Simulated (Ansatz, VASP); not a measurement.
Two plane-wave programs on MgH2

```xyz
6
Lattice="4.4770 0.0000 0.0000 0.0000 4.4770 0.0000 0.0000 0.0000 3.0075" Properties=species:S:1:pos:R:3 pbc="T T T"
Mg    0.0000    0.0000    0.0000
Mg    2.2385    2.2385    1.5038
H     1.3634    1.3634    0.0000
H     0.8751    3.6019    1.5038
H     3.1135    3.1135    0.0000
H     3.6019    0.8751    1.5038
```

Alike in both runs: functional PBEsol; k mesh 6 × 6 × 8; occupations gaussian, width 0.02 eV; no spin polarisation.

Ansatz relaxed the structure, and its values are those at the end. VASP's run is a single point on that final structure, the one shown.

|  | VASP | Ansatz |
| --- | --- | --- |
| version | VASP 6.6.1 | Ansatz 0.2.0 |
| potentials or method | VASP PAW PBE potentials, release 64 (Mg, H), cutoff 520 eV | scalar-relativistic, plane waves, PAW |
| valence electrons in the cell | 8 | 24 |

|  | VASP | Ansatz | Ansatz less VASP |
| --- | --- | --- | --- |
| gap on the k mesh at the Fermi level (eV) | 3.58 | 3.57 | -0.001 |
| least direct gap on the mesh (eV) | 4.40 | 4.40 | -0.002 |
| pressure (GPa) | -0.2 | 0.0 | +0.21 |

VASP's potentials were made for PBE, not for PBEsol. VASP's potentials hold 8 valence electrons a cell and Ansatz's 24, so a difference there can come from the potentials and not from the codes.
